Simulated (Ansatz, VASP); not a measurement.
# Ni3B2W in VASP and in Ansatz

Contents of POSCAR:

```
Ni3B2W
1.0
    4.9715110000      0.0000000000      0.0000000000
   -2.4857550000      4.3054560000      0.0000000000
    0.0000000000      0.0000000000      2.7609510000
Ni B W
3 2 1
Direct
    0.5000000000      0.0000000000      0.5000000000
    0.5000000000      0.5000000000      0.5000000000
    0.0000000000      0.5000000000      0.5000000000
    0.3333000000      0.6667000000      0.0000000000
    0.6666000000      0.3333000000      0.0000000000
    0.0000000000      0.0000000000      0.0000000000
```

INCAR.step1

```
SYSTEM = Ni3B2W
PREC = Accurate
ENCUT = 600
ISMEAR = -1
SIGMA = 0.1
LREAL = .False.
LASPH = .True.
NELM = 100
GGA = PE
ALGO = Normal
EDIFF = 1E-4
LWAVE = .True.
LCHARG = .False.
```

INCAR.step2

```
SYSTEM = Ni3B2W
PREC = Accurate
ENCUT = 600
EDIFF = 1E-6
ISMEAR = -1
SIGMA = 0.1
LREAL = .False.
LASPH = .True.
NELM = 100
ALGO = Normal
ISIF = 3
LWAVE = .False.
LCHARG = .False.
METAGGA = R2SCAN
LMIXTAU = .True.
IBRION = 2
NSW = 60
EDIFFG = -0.01
ISTART = 1
```

Contents of KPOINTS:

```
Automatic mesh
0
Gamma
  4 4 6
  0 0 0
```

Input for Ansatz:

```yaml
crystal:
  lattice:
    - [4.971511, 0.0, 0.0]
    - [-2.485755, 4.305456, 0.0]
    - [0.0, 0.0, 2.760951]
  atoms:
    - { symbol: Ni, position: [0.5, 0.0, 0.5] }
    - { symbol: Ni, position: [0.5, 0.5, 0.5] }
    - { symbol: Ni, position: [0.0, 0.5, 0.5] }
    - { symbol: B, position: [0.3333, 0.6667, 0.0] }
    - { symbol: B, position: [0.6666, 0.3333, 0.0] }
    - { symbol: W, position: [0.0, 0.0, 0.0] }
  symmetry: { tolerance: 0.0003 }
kpoints:
  mp_grid: { grid: [4, 4, 6], shift: [0, 0, 0] }
magnetization:
  spin_polarized: false
scf:
  occupations: { method: fermi_dirac }
hamiltonian:
  pseudopotentials: { kind: paw }
  xc: r2scan
basis:
  ecutwfc: 500
output:
  forces: true
  stress: true
  eigenvalues: true
relax:
  max_steps: 40
  cell: {}
```

Alike in both runs: task relaxation of cell and atoms; functional r2SCAN; k mesh 4 × 4 × 6; no spin polarisation.

```csv
,VASP,Ansatz
version,VASP 6.6.1,Ansatz 0.2.0
potentials or method,"VASP PAW PBE potentials, release 64 (Ni, B, W_sv), cutoff 600 eV",PAW plane waves
occupations,"fermi-dirac, width 0.1 eV",fermi-dirac
valence electrons in the cell,50,74
```

Ansatz gave:

```
gap on the k mesh at the Fermi level, each at its own relaxed structure (eV) : none
relaxed volume (Å³/atom)                                                     : 9.66
relaxed cell length with the largest relative difference (Å)                 : 2.909
```

Q: What did VASP give for the same quantities?

A: gap on the k mesh at the Fermi level, each at its own relaxed structure (eV): none; relaxed volume (Å³/atom): 9.67; relaxed cell length with the largest relative difference (Å): 2.906.

VASP's potentials were made for PBE, not for r2SCAN. A gap of «none» marks a metal or a gap that the smearing closes. VASP's potentials hold 50 valence electrons a cell and Ansatz's 74, so a difference there can come from the potentials and not from the codes. Ansatz's warnings: structure snapped to symmetry.

The k mesh is coarse, so the values compare programs but aren't converged. Neither program's run includes spin-orbit coupling.
